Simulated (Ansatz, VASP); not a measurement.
# One calculation of Ag, two programs

POSCAR

```
Ag
1.0
    2.7211918719      0.0000000000      0.0000000000
    0.0000000000      2.7211918719      0.0000000000
    0.0000000000      0.0000000000      2.7211918719
Ag
1
Direct
    0.0000000000      0.0000000000      0.0000000000
```

INCAR.step1

```
PREC = Accurate
ENCUT = 600
ISMEAR = 0
SIGMA = 0.1
LREAL = False
LASPH = True
NELM = 60
GGA = PE
ALGO = Normal
EDIFF = 1E-4
LWAVE = True
LCHARG = False
```

File INCAR.step2:

```
PREC = Accurate
ENCUT = 600
EDIFF = 1E-6
ISMEAR = 0
SIGMA = 0.1
LREAL = False
LASPH = True
NELM = 60
ALGO = Normal
ISIF = 3
LWAVE = False
LCHARG = False
METAGGA = R2SCAN
LMIXTAU = True
IBRION = 2
NSW = 100
EDIFFG = -0.01
ISTART = 1
```

The input KPOINTS:

```
regular mesh
0
Gamma
  20 20 20
```

Input for Ansatz:

```yaml
crystal:
  lattice:
    - [2.7211918719, 0.0, 0.0]
    - [0.0, 2.7211918719, 0.0]
    - [0.0, 0.0, 2.7211918719]
  atoms:
    - { symbol: Ag, position: [0.0, 0.0, 0.0] }
basis:
  ecutwfc: 500
kpoints:
  mp_grid: { grid: [20, 20, 20] }
hamiltonian:
  xc: r2scan
scf:
  occupations: { method: gaussian, width: 0.1 }
output:
  forces: true
  stress: true
  eigenvalues: true
relax:
  adjacent_minimum: "off"
  f_tol: 0.01
  max_steps: 80
  cell: { stress_tol: 0.05 }
```

Alike in both runs: task relaxation of cell and atoms; functional r2SCAN; k mesh 20 × 20 × 20; occupations gaussian, width 0.1 eV; no spin polarisation.

```csv
,VASP,Ansatz
version,VASP 6.6.1,Ansatz 0.2.0
potentials or method,"VASP PAW PBE potentials, release 64 (Ag), cutoff 600 eV","scalar-relativistic, plane waves, PAW"
valence electrons in the cell,11,19
```

```csv
,VASP,Ansatz,Ansatz less VASP
"gap on the k mesh at the Fermi level, each at its own relaxed structure (eV)",none,none,-
relaxed volume (Å³/atom),20.04,20.01,-0.037
relaxed length of the cell vector where the two differ most in proportion (Å),2.716,2.715,-0.0017
```

VASP's potentials were made for PBE, not for r2SCAN. A gap of «none» marks a metal or a gap that the smearing closes. VASP's potentials hold 11 valence electrons a cell and Ansatz's 19, so a difference there can come from the potentials and not from the codes.
